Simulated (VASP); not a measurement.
## Ta: single point with LDA

Crystal: Ta.

```
Ta
1.0
     2.80968    0.00000    0.00000
    -1.40484    2.43325    0.00000
     0.00000    0.00000    5.50519
Ta
2
Direct
  0.66667 0.33333 0.75000
  0.33333 0.66667 0.25000
```

This isn't the form of Ta at room conditions, which is bcc.

This cell differs from its parent crystal: ratio of the length along z to the lengths across it x 1.1, volume and fractional coordinates fixed.

```
Program             : VASP 6.6.1
Task                : single point
Functional          : LDA
Potentials or basis : VASP PAW LDA potentials, release 64 (Ta_pv)
Cutoff              : 520 eV
k mesh              : 21 × 21 × 10
Occupations         : gaussian, width 0.15 eV
Spin                : no spin polarisation
```

```
Pressure               : -8.6 GPa
Band gap on the k mesh : zero (bands 11 and 12 overlap by 2.60 eV)
```

Stress tensor (GPa, compression positive):
```
 -2.75   0.00   0.00
  0.00  -2.75   0.00
  0.00   0.00 -20.22
```

Levels at points of the mesh, in eV from the Fermi level:
| k point | band 7 | band 8 | band 9 | band 10 | band 11 | band 12 | band 13 | band 14 | band 15 | band 16 |
| --- | --- | --- | --- | --- | --- | --- | --- | --- | --- | --- |
| (0.00, 0.00, 0.00) | -8.01 | -5.13 | -1.45 | -0.61 | 0.73 | 0.73 | 1.09 | 1.09 | 3.74 | 3.74 |
| (0.00, 0.00, 0.50) | -6.46 | -6.46 | -1.65 | -1.65 | 0.82 | 0.82 | 0.82 | 0.82 | 4.65 | 4.65 |

Wall time 2.4 min on 1 thread of AMD EPYC 9R45 96-Core Processor (Zen 5), with other jobs on the host, peak memory 0.24 GiB.

Caveat: the cell stands under tension; spin-orbit coupling is left out, which moves the levels of the heavy elements.
